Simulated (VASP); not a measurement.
Write the native input for VASP 6.6.1 that does the following.

- Task: single point
- Functional: PBEsol
- Potentials or basis: VASP PAW PBE potentials, release 64 (P)
- Cutoff: 500 eV
- k mesh: 24 × 24 × 24
- Occupations: gaussian, width 0.1 eV
- Spin: no spin polarisation
- Dipole correction: no
- Further INCAR settings: ALGO = Normal; EDIFF = 1e-06; NBANDS = 8

The structure of P lies in POSCAR:

```
P
1.0
   -1.5059899670      1.5059899670      1.5059899670
    1.5059899670     -1.5059899670      1.5059899670
    1.5059899670      1.5059899670     -1.5059899670
P
1
Direct
    0.0000000000      0.0000000000      0.0000000000
```

This isn't the form of P at room conditions, which is orthorhombic.

One way to write it, as run:

INCAR

```
  ALGO = Normal
  EDIFF = 1E-6
  ENCUT = 500
  GGA = PS
  GGA_COMPAT = F
  ISIF = 2
  ISMEAR = 0
  LASPH = T
  LCHARG = T
  LELF = T
  LREAL = F
  LVHAR = T
  LWAVE = F
  NBANDS = 8
  NELM = 120
  PREC = Accurate
  SIGMA = 0.1
```

KPOINTS

```
k-points
0
Gamma
  24 24 24
```

Potentials or basis: VASP PAW PBE potentials, release 64 (P).

Launch:

```sh
$ cat potpaw_PBE.64/P/POTCAR > POTCAR
$ mpirun -np 1 vasp_std > vasp.out
```

It gave:

- Pressure: 0.2 GPa
- Band gap on the k mesh: zero (an odd number of electrons rules out a gap without spin polarisation)

Caveat: the PAW data sets were made with another functional, which shifts forces and pressure a little; an odd number of electrons without spin polarisation forces a metal; a magnetic or distorted state may lie lower.

It took 44 s on 1 thread of Intel(R) Xeon(R) Platinum 8375C CPU @ 2.90GHz (Ice Lake), with other jobs on the host, peak memory 0.14 GiB.
